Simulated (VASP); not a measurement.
# NaInSe (P4/mmm) in VASP: notebook

Runs on NaInSe. Level: PBE. Tasks: single point, relaxation of cell and atoms.

All numbers are computed with VASP 6.6.1; they aren't measurements. Logs are shortened: lines on timing, memory, paths and dates and some standing lists are left out, and cuts for length are marked.

## (1) The cell of the first run

It takes space group P4/mmm (No. 123, tetragonal). The conventional cell has a = 4.478 Å, b = 4.478 Å, c = 4.572 Å, α = 90.00°, β = 90.00°, γ = 90.00°. Na (site symmetry 4/mmm) has 4 Se at 3.17 Å and 8 In at 3.91 Å within 4.2 Å. Within 3.0 Å of In (site symmetry 4/mmm) lie 2 Se at 2.29 Å. Within 3.0 Å of Se (site symmetry 4/mmm) lie 2 In at 2.29 Å.

The cell was built from a structure type or drawn by symmetry, and may not be a known phase.

## (2) Single point, PBE

Input file INCAR:

```
ALGO = Normal ; EDIFF = 1E-7
ENCUT = 520 ; GGA = PE
ISIF = 2 ; ISMEAR = 0
LASPH = T ; LCHARG = F
LREAL = F ; LWAVE = F
NBANDS = 20 ; NELM = 60
PREC = Accurate ; SIGMA = 0.1
```

Input file KPOINTS:

```
k-points
0
Gamma
  4 4 4
```

Input file POSCAR:

```
NaInSe
1.0
    4.4784024600      0.0000000000      0.0000000000
    0.0000000000      4.4784024600      0.0000000000
    0.0000000000      0.0000000000      4.5715372000
Na In Se
1 1 1
Direct
    0.0000000000      0.0000000000      0.5000000000
    0.5000000000      0.5000000000      0.0000000000
    0.5000000000      0.5000000000      0.5000000000
```

Potentials or basis: VASP PAW PBE potentials, release 64 (Na_pv, In_d, Se).

Run with:

```console
> cat potpaw_PBE.64/Na_pv/POTCAR potpaw_PBE.64/In_d/POTCAR potpaw_PBE.64/Se/POTCAR > POTCAR
> mpirun -np 1 vasp_std > vasp.out
```

OUTCAR:

```text
EDIFF = 1E-7
   ENCUT = 520
   GGA = PE
   ISIF = 2
   ISMEAR = 0
   LASPH = T
   LREAL = F
   NELM = 60
   PREC = Accurate

 ion  position               nearest neighbor table
   1  0.000  0.000  0.500-
   2  0.500  0.500  0.000-   3 2.29   3 2.29
   3  0.500  0.500  0.500-   2 2.29   2 2.29

  LATTYP: Found a simple tetragonal cell.
 ALAT       =     4.4784024600
 C/A-ratio  =     1.0207964203

  Lattice vectors:

 A1 = (   4.4784024600,   0.0000000000,   0.0000000000)
 A2 = (   0.0000000000,   4.4784024600,   0.0000000000)
 A3 = (   0.0000000000,   0.0000000000,   4.5715372000)

Analysis of symmetry for initial positions (statically):
=====================================================================
 Subroutine PRICEL returns:
 Original cell was already a primitive cell.

 Routine SETGRP: Setting up the symmetry group for a
 simple tetragonal supercell.

 Subroutine GETGRP returns: Found 16 space group operations
 (whereof 16 operations were pure point group operations)
 out of a pool of 16 trial point group operations.

The static configuration has the point symmetry D_4h.

Analysis of symmetry for dynamics (positions and initial velocities):
=====================================================================
 Subroutine PRICEL returns:
 Original cell was already a primitive cell.

 Routine SETGRP: Setting up the symmetry group for a
 simple tetragonal supercell.

 Subroutine GETGRP returns: Found 16 space group operations
 (whereof 16 operations were pure point group operations)
 out of a pool of 16 trial point group operations.

The dynamic configuration has the point symmetry D_4h.

 Subroutine INISYM returns: Found 16 space group operations
 (whereof 16 operations are pure point group operations),
 and found     1 'primitive' translations

----------------------------------------------------------------------------------------

                                     Primitive cell

  volume of cell :      91.6872

  direct lattice vectors                    reciprocal lattice vectors
     4.478402460  0.000000000  0.000000000     0.223293911  0.000000000  0.000000000
     0.000000000  4.478402460  0.000000000     0.000000000  0.223293911  0.000000000
     0.000000000  0.000000000  4.571537200     0.000000000  0.000000000  0.218744802

  length of vectors
     4.478402460  4.478402460  4.571537200     0.223293911  0.223293911  0.218744802

  position of ions in fractional coordinates (direct lattice)
     0.000000000  0.000000000  0.500000000
     0.500000000  0.500000000  0.000000000
     0.500000000  0.500000000  0.500000000

  ion indices of the primitive-cell ions
   primitive index   ion index
                 1           1
                 2           2
                 3           3

----------------------------------------------------------------------------------------

 KPOINTS: k-points

Automatic generation of k-mesh.
 Grid dimensions read from file:
 generate k-points for:    4    4    4

 Generating k-lattice:

  Cartesian coordinates                     Fractional coordinates (reciprocal lattice)
     0.055823478  0.000000000  0.000000000     0.250000000  0.000000000  0.000000000
     0.000000000  0.055823478  0.000000000     0.000000000  0.250000000  0.000000000
     0.000000000  0.000000000  0.054686201     0.000000000  0.000000000  0.250000000

  Length of vectors
     0.055823478  0.055823478  0.054686201

  Shift w.r.t. Gamma in fractional coordinates (k-lattice)
     0.000000000  0.000000000  0.000000000

 Subroutine IBZKPT returns following result:
 ===========================================

 Found     18 irreducible k-points:

 Following reciprocal coordinates:
            Coordinates               Weight
  0.000000  0.000000  0.000000      1.000000
  0.250000  0.000000  0.000000      4.000000
  0.500000  0.000000  0.000000      2.000000
  0.250000  0.250000  0.000000      4.000000
  0.500000  0.250000  0.000000      4.000000
  0.500000  0.500000  0.000000      1.000000
[... 10 lines left out ...]
  0.500000  0.250000  0.500000      4.000000
  0.500000  0.500000  0.500000      1.000000
   k-points           NKPTS =     18   k-points in BZ     NKDIM =     18   number of bands    NBANDS=     20
   number of dos      NEDOS =    301   number of ions     NIONS =      3
   total plane-waves  NPLWV =  46656
   dimension x,y,z NGX =    36 NGY =   36 NGZ =   36
   dimension x,y,z NGXF=    72 NGYF=   72 NGZF=   72
   ions per type =               1   1   1
   NGX,Y,Z   is equivalent  to a cutoff of  13.36, 13.36, 13.09 a.u.
   NGXF,Y,Z  is equivalent  to a cutoff of  26.73, 26.73, 26.18 a.u.
 SYSTEM =  unknown system
   PREC   = accura    normal or accurate (medium, high low for compatibility)
   ISTART =      0    job   : 0-new  1-cont  2-samecut
   ICHARG =      2    charge: 1-file 2-atom 10-const
   ISPIN  =      1    spin polarized calculation?
   LNONCOLLINEAR =      F non collinear calculations
   LSORBIT =      F    spin-orbit coupling
   LASPH  =      T    aspherical Exc in radial PAW
   ENCUT  =  520.0 eV  38.22 Ry    6.18 a.u.   8.33  8.33  8.50*2*pi/ulx,y,z
   NELM   =     60;   NELMIN=  2; NELMDL= -5     # of ELM steps
   EDIFF  = 0.1E-06   stopping-criterion for ELM
   LREAL  =      F    real-space projection
   EDIFFG = 0.1E-05   stopping-criterion for IOM
   NSW    =      0    number of steps for IOM
   IBRION =     -1    ionic relax: 0-MD 1-quasi-New 2-CG
   NFREE  =      0    steps in history (QN), initial steepest desc. (CG)
   ISIF   =      2    stress and relaxation
   ISYM   =      2    0-nonsym 1-usesym 2-fastsym
   POTIM  = 0.5000    time-step for ionic-motion
   TEBEG  =    0.0;   TEEND  =   0.0 temperature during run
   PSTRESS=    0.0 pullay stress
   NELECT =      26.0000    total number of electrons
   NUPDOWN=      -1.0000    fix difference up-down
   EMIN   =  10.00;   EMAX   =-10.00  energy-range for DOS
   EFERMI =   0.00;   METHOD = LEGACY
   ISMEAR =     0;   SIGMA  =   0.10  broadening in eV -4-tet -1-fermi 0-gaus
   EFERMI_NEDOS =   21; number of points for ismear=-14 and -15
   IALGO  =     38    algorithm
   IMIX   =      4    mixing-type and parameters
     AMIX     =   0.40;   BMIX     =  1.00
     AMIX_MAG =   1.60;   BMIX_MAG =  1.00
  volume/ion in A,a.u.               =      30.56       206.25
  Fermi-wavevector in a.u.,A,eV,Ry     =   1.075548  2.032491 15.739266  1.156803
  Thomas-Fermi vector in A             =   2.211408
   LORBIT       =      0    0 simple, 1 ext, 2 COOP (PROOUT), +10 PAW based schemes
   GGA     = PE    functional components
   LHFCALC =     F    Hartree Fock is set to
   AEXX    =    0.0000 exact exchange contribution
   IVDW    =     0    specifies the selected vdW correction
   LEPSILON=     F    determine dielectric tensor
   LRPA    =     F    only Hartree local field effects (RPA)
 non-spin polarized calculation
 Gauss-broadening in eV      SIGMA  =   0.10
  energy-cutoff  :      520.00
  volume of cell :       91.69
 maximum number of plane-waves:      2501
 NGX is ok and might be reduce to    36
   NGX = 17   NGY = 17   NGZ = 17

 number of electron      25.9999995 magnetization

 Free energy of the ion-electron system (eV)
  ---------------------------------------------------
  ext. energy  EPLUGINS =         0.00000000
  ---------------------------------------------------
  free energy    TOTEN  =        -6.66362030 eV

  energy without entropy =       -6.65206528  energy(sigma->0) =       -6.65784279

 E-fermi :   3.5415     XC(G=0):  -8.0796

 val. band max:        3.5118804151   @ k =   0.5000   0.2500   0.2500
 cond. band min:       3.6312143521   @ k =   0.2500   0.2500   0.5000
 fundamental gap:      0.1193339370
 Fermi energy:         3.5415493087

 k-point     1 :       0.0000    0.0000    0.0000
  band No.  band energies     occupation
      1     -21.7504      2.00000
      2     -21.7449      2.00000
      3     -21.7449      2.00000
      4     -13.5755      2.00000
      5     -11.9820      2.00000
      6     -11.9820      2.00000
[... 12 lines left out ...]
     19      10.9232      0.00000
     20      11.2393      0.00000

 k-point     2 :       0.2500    0.0000    0.0000
  band No.  band energies     occupation
      1     -21.7503      2.00000
      2     -21.7467      2.00000
      3     -21.7447      2.00000
      4     -13.5661      2.00000
      5     -11.9853      2.00000
      6     -11.9817      2.00000
[... 12 lines left out ...]
     19       9.4632      0.00000
     20      10.1901      0.00000

 k-point     3 :       0.5000    0.0000    0.0000
  band No.  band energies     occupation
      1     -21.7502      2.00000
      2     -21.7485      2.00000
      3     -21.7445      2.00000
      4     -13.5568      2.00000
      5     -11.9885      2.00000
      6     -11.9815      2.00000
[... 12 lines left out ...]
     19       8.5440      0.00000
     20      11.5968      0.00000

 k-point     4 :       0.2500    0.2500    0.0000
  band No.  band energies     occupation
      1     -21.7502      2.00000
      2     -21.7465      2.00000
      3     -21.7462      2.00000
      4     -13.5585      2.00000
      5     -11.9850      2.00000
      6     -11.9850      2.00000
[... 12 lines left out ...]
     19       9.2304      0.00000
     20       9.7357      0.00000

 k-point     5 :       0.5000    0.2500    0.0000
  band No.  band energies     occupation
      1     -21.7501      2.00000
      2     -21.7480      2.00000
      3     -21.7460      2.00000
      4     -13.5509      2.00000
      5     -11.9883      2.00000
      6     -11.9847      2.00000
[... 12 lines left out ...]
     19       9.7175      0.00000
     20      11.0769      0.00000
[... 215 lines left out ...]
      6     -12.0209      2.00000
[... 12 lines left out ...]
     19       9.7365      0.00000
     20       9.7416      0.00000

 k-point    16 :       0.2500    0.2500    0.5000
  band No.  band energies     occupation
      1     -21.7520      2.00000
      2     -21.7463      2.00000
      3     -21.7460      2.00000
      4     -12.6368      2.00000
      5     -12.0265      2.00000
      6     -12.0258      2.00000
[... 12 lines left out ...]
     19       9.1416      0.00000
     20       9.7533      0.00000

 k-point    17 :       0.5000    0.2500    0.5000
  band No.  band energies     occupation
      1     -21.7519      2.00000
      2     -21.7477      2.00000
      3     -21.7458      2.00000
      4     -12.6358      2.00000
      5     -12.0309      2.00000
      6     -12.0255      2.00000
[... 12 lines left out ...]
     19       9.8834      0.00000
     20      10.5680      0.00000

 k-point    18 :       0.5000    0.5000    0.5000
  band No.  band energies     occupation
      1     -21.7518      2.00000
      2     -21.7473      2.00000
      3     -21.7473      2.00000
      4     -12.6348      2.00000
      5     -12.0301      2.00000
      6     -12.0301      2.00000
[... 12 lines left out ...]
     19      11.0273      0.00000
     20      11.0273      0.00000

------------------------ aborting loop because EDIFF is reached ----------------------------------------

  FORCE on cell =-STRESS in cart. coord.  units (eV):
  Direction    XX          YY          ZZ          XY          YZ          ZX
  --------------------------------------------------------------------------------------
  -------------------------------------------------------------------------------------
  Total       -1.5870290     -1.5870290     23.3792592      0.0000000     -0.0000000     -0.0000000
  in kB      -27.7323680    -27.7323680    408.5383507      0.0000000     -0.0000000     -0.0000000
  external PRESSURE =     117.6912049 kB  Pullay stress =       0.0000000 kB

 VOLUME and BASIS-vectors are now :
 -----------------------------------------------------------------------------
  energy-cutoff  :      520.00
  volume of cell :       91.69
      direct lattice vectors                 reciprocal lattice vectors
     4.478402460  0.000000000  0.000000000     0.223293911  0.000000000  0.000000000
     0.000000000  4.478402460  0.000000000     0.000000000  0.223293911  0.000000000
     0.000000000  0.000000000  4.571537200     0.000000000  0.000000000  0.218744802

 POSITION                                       TOTAL-FORCE (eV/Angst)
 -----------------------------------------------------------------------------------
      0.00000      0.00000      2.28577         0.000000      0.000000      0.000000
      2.23920      2.23920      0.00000         0.000000      0.000000      0.000000
      2.23920      2.23920      2.28577         0.000000      0.000000      0.000000
 -----------------------------------------------------------------------------------
    total drift:                                0.000000      0.000000      0.000000

  FREE ENERGIE OF THE ION-ELECTRON SYSTEM (eV)
  ---------------------------------------------------
  free  energy   TOTEN  =        -6.6636202974 eV

  energy  without entropy=       -6.6520652824  energy(sigma->0) =       -6.65784279
```

Run time: 15 s. Hardware: 1 thread of Intel Xeon 6975P-C (Granite Rapids), shared host; peak memory 0.21 GiB.

What came out:

```
Free energy            : -6.6636 eV
Pressure               : 11.8 GPa
Band gap on the k mesh : zero (bands 13 and 14 overlap by 1.99 eV)
```

Stress tensor (GPa, compression positive):
```
-2.77  0.00  0.00
 0.00 -2.77  0.00
 0.00  0.00 40.85
```

Levels at points of the mesh, in eV from the Fermi level:
```
           k point  band 10  band 11  band 12  band 13  band 14  band 15  band 16  band 17
(0.00, 0.00, 0.00)    -5.92    -3.68    -3.68    -3.64     0.97     3.05     4.14     4.14
(0.50, 0.00, 0.00)    -5.82    -5.15    -3.56    -2.89     0.92     2.84     4.51     4.76
(0.50, 0.50, 0.00)    -5.73    -4.75    -4.75    -2.26     0.58     2.04     2.04     5.43
(0.00, 0.00, 0.50)    -8.14    -2.86    -2.86     1.25     1.41     1.48     1.48     4.11
(0.50, 0.00, 0.50)    -7.82    -4.08    -2.76    -1.55     2.02     3.09     3.27     4.92
(0.50, 0.50, 0.50)    -7.52    -3.76    -3.76    -0.74    -0.74     2.29     2.38     4.66
```

Caveat: the cell stands under pressure; spin-orbit coupling is left out, which moves the levels of the heavy elements.

## (3) Single point, PBE

This run uses another cell than the first one, of 32.02 Å³/atom.

Input file INCAR:

```
PREC = Accurate
ENCUT = 520
EDIFF = 1E-6
ISMEAR = 0
SIGMA = 0.1
LREAL = F
LASPH = T
NELM = 80
ALGO = Normal
ISIF = 2
LWAVE = F
LCHARG = F
GGA = PE
NBANDS = 20
```

Input file KPOINTS:

```
regular mesh
0
Gamma
  4 4 4
```

Input file POSCAR:

```
NaInSe
1.0
    4.1533339578      0.0000000000      0.0000000000
    0.0000000000      4.1533339578      0.0000000000
    0.0000000000      0.0000000000      5.5692739962
Na In Se
1 1 1
Direct
    0.0000000000      0.0000000000      0.5000000000
    0.5000000000      0.5000000000      0.0000000000
    0.5000000000      0.5000000000      0.5000000000
```

Potentials or basis: VASP PAW PBE potentials, release 64 (Na_pv, In_d, Se).

Run with:

```console
> cat potpaw_PBE.64/Na_pv/POTCAR potpaw_PBE.64/In_d/POTCAR potpaw_PBE.64/Se/POTCAR > POTCAR
> mpirun -np 1 vasp_std > vasp.out
```

OUTCAR:

```text
PREC = Accurate
   ENCUT = 520
   EDIFF = 1E-6
   ISMEAR = 0
   LREAL = F
   LASPH = T
   NELM = 80
   ISIF = 2
   GGA = PE

 ion  position               nearest neighbor table
   1  0.000  0.000  0.500-
   2  0.500  0.500  0.000-   3 2.78   3 2.78
   3  0.500  0.500  0.500-   2 2.78   2 2.78

  LATTYP: Found a simple tetragonal cell.
 ALAT       =     4.1533339578
 C/A-ratio  =     1.3409164909

  Lattice vectors:

 A1 = (   4.1533339578,   0.0000000000,   0.0000000000)
 A2 = (   0.0000000000,   4.1533339578,   0.0000000000)
 A3 = (   0.0000000000,   0.0000000000,   5.5692739962)

Analysis of symmetry for initial positions (statically):
=====================================================================
 Subroutine PRICEL returns:
 Original cell was already a primitive cell.

 Routine SETGRP: Setting up the symmetry group for a
 simple tetragonal supercell.

 Subroutine GETGRP returns: Found 16 space group operations
 (whereof 16 operations were pure point group operations)
[... 156 lines left out ...]
  free energy    TOTEN  =        -8.83646419 eV

  energy without entropy =       -8.82418584  energy(sigma->0) =       -8.83032502

 E-fermi :   2.4700     XC(G=0):  -7.9451

 val. band max:        2.4687289943   @ k =   0.5000   0.2500   0.2500
 cond. band min:       2.4902426460   @ k =   0.5000   0.5000   0.5000
 fundamental gap:      0.0215136517
 Fermi energy:         2.4699718085

 k-point     1 :       0.0000    0.0000    0.0000
  band No.  band energies     occupation
      1     -21.5052      2.00000
      2     -21.4271      2.00000
      3     -21.4271      2.00000
      4     -12.3413      2.00000
      5     -12.2576      2.00000
      6     -12.2144      2.00000
[... 403 lines left out ...]
     19      10.9694      0.00000
     20      10.9694      0.00000

------------------------ aborting loop because EDIFF is reached ----------------------------------------

  FORCE on cell =-STRESS in cart. coord.  units (eV):
  Direction    XX          YY          ZZ          XY          YZ          ZX
  --------------------------------------------------------------------------------------
  -------------------------------------------------------------------------------------
  Total        0.0120277      0.0120277      0.1048394      0.0000000      0.0000000      0.0000000
  in kB        0.2005857      0.2005857      1.7484080      0.0000000      0.0000000      0.0000000
  external PRESSURE =       0.7165265 kB  Pullay stress =       0.0000000 kB

 VOLUME and BASIS-vectors are now :
 -----------------------------------------------------------------------------
  energy-cutoff  :      520.00
  volume of cell :       96.07
      direct lattice vectors                 reciprocal lattice vectors
     4.153333958  0.000000000  0.000000000     0.240770429  0.000000000  0.000000000
     0.000000000  4.153333958  0.000000000     0.000000000  0.240770429  0.000000000
     0.000000000  0.000000000  5.569273996     0.000000000  0.000000000  0.179556617

 POSITION                                       TOTAL-FORCE (eV/Angst)
 -----------------------------------------------------------------------------------
      0.00000      0.00000      2.78464         0.000000      0.000000      0.000000
      2.07667      2.07667      0.00000         0.000000      0.000000      0.000000
      2.07667      2.07667      2.78464         0.000000      0.000000      0.000000
 -----------------------------------------------------------------------------------
    total drift:                                0.000000     -0.000000     -0.000000

  FREE ENERGIE OF THE ION-ELECTRON SYSTEM (eV)
  ---------------------------------------------------
  free  energy   TOTEN  =        -8.8364641937 eV

  energy  without entropy=       -8.8241858378  energy(sigma->0) =       -8.83032502
```

stdout:

```text
POSCAR found type information on POSCAR NaInSe
 POSCAR found :  3 types and       3 ions
 scaLAPACK will be used
 LDA part: xc-table for (Slater+PW92), standard interpolation
 POSCAR, INCAR and KPOINTS ok, starting setup
 FFT: planning ... GRIDC
 FFT: planning ... GRID_SOFT
 FFT: planning ... GRID
 WAVECAR not read
 entering main loop
```

It took 12 s on 1 thread of Intel Xeon 6975P-C (Granite Rapids), shared host; peak memory 0.2 GiB.

What came out:

- Free energy: -8.8365 eV
- Pressure: 0.1 GPa
- Band gap on the k mesh: zero (bands 13 and 14 overlap by 0.81 eV)

Caveat: the k points lie up to 0.38 Å⁻¹ apart, too coarse for converged energies and pressures of a metal; spin-orbit coupling is left out, which moves the levels of the heavy elements.

(Part 1 of 2 ends here.)
